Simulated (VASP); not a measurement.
BaTiO3, 5 atoms in the cell. The structure is tetragonal, space group P4mm (No. 99). The conventional cell has a = 4.019 Å, b = 4.019 Å, c = 4.019 Å, α = 90.00°, β = 90.00°, γ = 90.00°. Ba (site symmetry 4mm) has 12 O at 2.84 Å and 8 Ti at 3.48 Å within 3.7 Å. Ti (site symmetry 4mm) has 6 O at 1.91 to 2.11 Å within 2.5 Å. Within 2.5 Å of O (site symmetry 4mm) lie 2 Ti at 1.91 to 2.11 Å. O (site symmetry 2mm) has 2 Ti at 2.01 Å and 8 O at 2.77 to 2.91 Å and 4 Ba at 2.84 Å within 3.0 Å.  This cell differs from its parent crystal: atom 3 (O) moved by (+0.000, -0.100) A along [1 1 0] and z.

| Property | Result |
| --- | --- |
| Program | VASP 6.6.1 |
| Task | single point |
| Functional | PBE |
| Potentials or basis | VASP PAW PBE potentials, release 64 (Ba_sv, Ti_sv, O_h) |
| Cutoff | 1340 eV |
| k mesh | 8 × 8 × 8 |
| Occupations | gaussian, width 0.05 eV |
| Spin | no spin polarisation |
| Dipole correction | no |
| Further INCAR settings | ALGO = Normal; EDIFF = 1e-06; NBANDS = 28 |

Potentials or basis: VASP PAW PBE potentials, release 64 (Ba_sv, Ti_sv, O_h).

Launch:

```sh
$ cat potpaw_PBE.64/Ba_sv/POTCAR potpaw_PBE.64/Ti_sv/POTCAR potpaw_PBE.64/O_h/POTCAR > POTCAR
$ mpirun -np 1 vasp_std > vasp.out
```

Hardware: 1 thread of Intel(R) Xeon(R) 6975P-C (Granite Rapids), on a shared host.

Question: Estimate the wall time of this run.

Answer: It took 3.6 min on 1 thread of Intel(R) Xeon(R) 6975P-C (Granite Rapids) (shared host), peak memory 0.71 GiB. Counts: scf iterations 16, k points 75.
